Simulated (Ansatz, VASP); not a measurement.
# One calculation of Be2H3, two programs

```
CELL_PARAMETERS angstrom
3.87703 0.18655 0.14434
1.71786 3.69510 0.00562
1.83029 -0.06776 5.61737
ATOMIC_POSITIONS crystal
Be 0.13687 0.82450 0.98886
Be 0.50001 0.50274 0.63399
Be 0.80386 0.79710 0.75442
Be 0.74915 0.52986 0.17342
H 0.83120 0.19632 0.06730
H 0.43429 0.62407 0.40600
H 0.88713 0.48153 0.62560
H 0.51272 0.82145 0.01592
H 0.57862 0.11897 0.64469
H 0.06616 0.60345 0.18979
```

Change from the starting cell: the structure that the rattled cell fell into.

Alike in both runs: functional PBE; k mesh 6 × 4 × 4; occupations gaussian, width 0.1 eV; no spin polarisation.

Ansatz relaxed the structure, and its values are those at the end. VASP's run is a single point on that final structure, the one shown.

|  | VASP | Ansatz |
| --- | --- | --- |
| version | VASP 6.6.1 | Ansatz 0.2.0 |
| potentials or method | VASP PAW PBE potentials, release 64 (Be, H), cutoff 520 eV | scalar-relativistic, plane waves, PAW |
| valence electrons in the cell | 14 | 14 |

```csv
,VASP,Ansatz,Ansatz less VASP
gap on the k mesh at the Fermi level (eV),1.83,1.83,+0.002
least direct gap on the mesh (eV),2.12,2.13,+0.002
pressure (GPa),0.0,0.1,+0.05
rms of the force components (eV/Å),0.007,0.006,-0.0010
```

The k mesh is coarse, so the values compare programs but aren't converged.
